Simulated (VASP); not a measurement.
A run of VASP 6.6.1 is set up as follows.

The input INCAR:

```
SYSTEM = SnO2
PREC = Accurate ; ENCUT = 1340
EDIFF = 1E-6 ; ISMEAR = 0
SIGMA = 0.05 ; LREAL = .False.
LASPH = .True. ; NELM = 120
ALGO = Normal ; ISIF = 2
LWAVE = .False. ; LCHARG = .True.
LELF = .True. ; LVHAR = .True.
NBANDS = 35 ; GGA_COMPAT = .False.
```

The input KPOINTS:

```
Automatic mesh
0
Gamma
  6 6 8
  0 0 0
```

The input POSCAR:

```
SnO2
1.0
    4.7222897775      0.0000000000      0.0000000000
    0.0000000000      4.7228698889      0.0000000000
    0.0000000000      0.0000000000      3.1904047622
Sn O
2 4
Direct
    0.5000000000      0.5000000000      0.5000000000
    0.0000000000      0.0000000000      0.0000000000
    0.3059833077      0.2932176170      0.0000000000
    0.8059833077      0.2067823830      0.5000000000
    0.1940166923      0.7932176170      0.5000000000
    0.6940166923      0.7067823830      0.0000000000
```

Potentials or basis: VASP PAW LDA potentials, release 64 (Sn_d, O_h).

Run with:

```console
$ cat potpaw_LDA.64/Sn_d/POTCAR potpaw_LDA.64/O_h/POTCAR > POTCAR
$ mpirun -np 1 vasp_std > vasp.out
```

Problem. Predict the largest force.

Solution. 0.973 eV/Å.

Problem. Estimate the pressure.

Solution. 0.0 GPa.

Problem. What does it give for the band gap on the k mesh?

Solution. 1.09 eV.

Forces on the atoms (eV/Å):
```
Sn   0.000  0.000  0.000
Sn   0.000  0.000  0.000
O    0.666  0.709  0.000
O    0.666 -0.709  0.000
O   -0.666  0.709  0.000
O   -0.666 -0.709  0.000
```

Caveat: the cell differs from its parent crystal (atoms shifted along a free coordinate); spin-orbit coupling is left out, which moves the levels of the heavy elements.
